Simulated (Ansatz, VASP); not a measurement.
## Two plane-wave programs on SbW

```
Sb W
1.0
     5.33533    0.00000    0.00000
     0.00000    5.33533    0.00000
     0.00000    0.00000    5.33533
Sb W
4 4
Direct
  0.15900 0.15900 0.15900
  0.34100 0.84100 0.65900
  0.65900 0.34100 0.84100
  0.84100 0.65900 0.34100
  0.86595 0.86595 0.86595
  0.63405 0.13405 0.36595
  0.36595 0.63405 0.13405
  0.13405 0.36595 0.63405
```

Alike in both runs: functional PBE; k mesh 4 × 4 × 4; occupations gaussian, width 0.1 eV; no spin polarisation.

Ansatz relaxed the structure, and its values are those at the end. VASP's run is a single point on that final structure, the one shown.

|  | VASP | Ansatz |
| --- | --- | --- |
| version | VASP 6.6.1 | Ansatz 0.2.0 |
| potentials or method | VASP PAW PBE potentials, release 64 (Sb, W_sv), cutoff 520 eV | scalar-relativistic, plane waves, PAW |
| valence electrons in the cell | 76 | 116 |

```tsv
	VASP	Ansatz	Ansatz less VASP
gap on the k mesh at the Fermi level (eV)	none	none	-
pressure (GPa)	0.0	0.0	0.00
rms of the force components (eV/Å)	0.005	0.002	-0.0023
```

A gap of «none» marks a metal or a gap that the smearing closes. VASP's potentials hold 76 valence electrons a cell and Ansatz's 116, so a difference there can come from the potentials and not from the codes.

Neither program's run includes spin-orbit coupling.
